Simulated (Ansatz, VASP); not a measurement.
# ZnS in VASP and in Ansatz

The input POSCAR:

```
ZnS
1.0
    1.9030712000      1.0987386696      9.3519478333
   -1.9030712000      1.0987386696      9.3519478333
    0.0000000000     -2.1974773392      9.3519478333
Zn S
3 3
Direct
    0.9999711367      0.9999711367      0.9999711367
    0.2222694100      0.2222694100      0.2222694100
    0.4446134433      0.4446134433      0.4446134433
    0.0832671700      0.0832671700      0.0832671700
    0.5278423033      0.5278423033      0.5278423033
    0.3053625400      0.3053625400      0.3053625400
```

Contents of INCAR.step1:

```
SYSTEM = ZnS
PREC     = Accurate       ! precision mode
ENCUT    = 550            ! plane-wave cutoff, eV
ISMEAR   = 0              ! smearing method
SIGMA    = 0.01           ! smearing width, eV
LREAL    = .FALSE.        ! projectors in reciprocal space
LASPH    = .TRUE.         ! aspherical terms in the spheres
NELM     = 200            ! most SCF steps
LDAU     = .TRUE.         ! DFT+U
LDAUTYPE = 2            
LDAUL    = 2 -1           ! shell
LDAUU    = 5 0            ! U, eV
LDAUJ    = 0 0          
NBANDS   = 36             ! bands
GGA      = PE             ! functional
ALGO     = Normal         ! electronic algorithm
EDIFF    = 1E-5           ! SCF threshold, eV
LWAVE    = .TRUE.         ! write WAVECAR
LCHARG   = .FALSE.        ! write CHGCAR
GGA_COMPAT= .FALSE.
```

INCAR.step2

```
SYSTEM = ZnS
PREC     = Accurate       ! precision mode
ENCUT    = 550            ! plane-wave cutoff, eV
EDIFF    = 1E-6           ! SCF threshold, eV
ISMEAR   = 0              ! smearing method
SIGMA    = 0.01           ! smearing width, eV
LREAL    = .FALSE.        ! projectors in reciprocal space
LASPH    = .TRUE.         ! aspherical terms in the spheres
NELM     = 200            ! most SCF steps
ALGO     = Normal         ! electronic algorithm
ISIF     = 2              ! what is computed and relaxed
LWAVE    = .FALSE.        ! write WAVECAR
LCHARG   = .FALSE.        ! write CHGCAR
LDAU     = .TRUE.         ! DFT+U
LDAUTYPE = 2            
LDAUL    = 2 -1           ! shell
LDAUU    = 5 0            ! U, eV
LDAUJ    = 0 0          
LDAUPRINT= 1            
METAGGA  = R2SCAN         ! meta-GGA
LMIXTAU  = .TRUE.       
NBANDS   = 36             ! bands
ISTART   = 1            
GGA_COMPAT= .FALSE.
```

The input KPOINTS:

```
regular mesh
0
G
  6 6 6
  0 0 0
```

Input for Ansatz:

```yaml
crystal:
  lattice:
    a: 3.8061424
    b: 3.8061424
    c: 28.0558435
    alpha: 90.0
    beta: 90.0
    gamma: 120.0
  space_group: 160
  atoms:
    - { symbol: Zn, position: [0.6666666666666666, 0.3333333333333333, 0.33330447] }
    - { symbol: Zn, position: [0.0, 0.0, 0.22226941] }
    - { symbol: Zn, position: [0.3333333333333333, 0.6666666666666666, 0.11128011] }
    - { symbol: S, position: [0.0, 0.0, 0.08326717] }
    - { symbol: S, position: [0.3333333333333333, 0.6666666666666666, 0.19450897] }
    - { symbol: S, position: [0.0, 0.0, 0.30536254] }
  reduce_to_primitive: true
kpoints:
  mp_grid:
    grid: [6, 6, 6]
hamiltonian:
  xc: r2scan
  hubbard:
    - { species: Zn, l: d, u_eff: 5.0 }
scf:
  occupations:
    method: fixed
output:
  eigenvalues: true
```

Alike in both runs: task single point; functional r2SCAN; k mesh 6 × 6 × 6; no spin polarisation; Hubbard terms Zn d U = 5.0 eV.

|  | VASP | Ansatz |
| --- | --- | --- |
| version | VASP 6.6.1 | Ansatz 0.2.0 |
| potentials or method | VASP PAW PBE potentials, release 64 (Zn, S) | plane waves, PAW |
| plane-wave cutoff (eV) | 550 | 500 |
| occupations | gaussian, width 0.01 eV | fixed |
| valence electrons in the cell | 54 | 54 |

```tsv
	VASP	Ansatz	Ansatz less VASP
gap on the k mesh at the Fermi level (eV)	3.12	2.94	-0.178
```

VASP's potentials were made for PBE, not for r2SCAN. The programs project onto different local orbitals, so the same U acts differently, and such runs can settle in different states.
